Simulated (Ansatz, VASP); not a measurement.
## Two plane-wave programs on KTaO3

File INCAR:

```
PREC = Accurate
ENCUT = 520
EDIFF = 1E-6
ISMEAR = 0
SIGMA = 0.05
LREAL = False
LASPH = True
NELM = 100
ALGO = Normal
ISIF = 2
LWAVE = False
LCHARG = True
GGA = PS
LELF = True
LVHAR = True
NBANDS = 27
```

KPOINTS

```
regular mesh
0
Gamma
  8 8 8
```

Contents of POSCAR:

```
KTaO3
1.0
    3.9883000000      0.0000000000      0.0000000000
    0.0000000000      3.9883000000      0.0000000000
    0.0000000000      0.0000000000      3.9883000000
K Ta O
1 1 3
Direct
    0.5000000000      0.5000000000      0.5000000000
    0.0000000000      0.0000000000      0.0000000000
    0.5000000000      0.0000000000      0.0000000000
    0.0000000000      0.5000000000      0.0000000000
    0.0000000000      0.0000000000      0.5000000000
```

Input for Ansatz:

```yaml
crystal:
  lattice:
    - [3.9883, 0.0, 0.0]
    - [0.0, 3.9883, 0.0]
    - [0.0, 0.0, 3.9883]
  atoms:
    - { symbol: K, position: [0.5, 0.5, 0.5] }
    - { symbol: Ta, position: [0.0, 0.0, 0.0] }
    - { symbol: O, position: [0.5, 0.0, 0.0] }
    - { symbol: O, position: [0.0, 0.5, 0.0] }
    - { symbol: O, position: [0.0, 0.0, 0.5] }
basis:
  ecutwfc: 420
kpoints:
  mp_grid: { grid: [8, 8, 8] }
hamiltonian:
  xc: pbesol
scf:
  occupations: { method: gaussian, width: 0.05 }
output:
  forces: true
  stress: true
  eigenvalues: true
```

Alike in both runs: task single point; functional PBEsol; k mesh 8 × 8 × 8; occupations gaussian, width 0.05 eV; no spin polarisation.

|  | VASP | Ansatz |
| --- | --- | --- |
| version | VASP 6.6.1 | Ansatz 0.2.0 |
| potentials or method | VASP PAW PBE potentials, release 64 (K_sv, Ta_pv, O), cutoff 520 eV | scalar-relativistic, plane waves, PAW |
| valence electrons in the cell | 38 | 40 |

VASP gave:

| Property | Result |
| --- | --- |
| gap on the k mesh at the Fermi level (eV) | 2.08 |
| least direct gap on the mesh (eV) | 2.71 |
| pressure (GPa) | 0.3 |

Task: What did Ansatz give for the same quantities?

Result: gap on the k mesh at the Fermi level (eV): 2.13; least direct gap on the mesh (eV): 2.74; pressure (GPa): -0.5.

VASP's potentials were made for PBE, not for PBEsol. With one functional, cell and mesh, what is left measures potentials, basis and numerics. VASP's potentials hold 38 valence electrons a cell and Ansatz's 40, so a difference there can come from the potentials and not from the codes.

Neither program's run includes spin-orbit coupling.
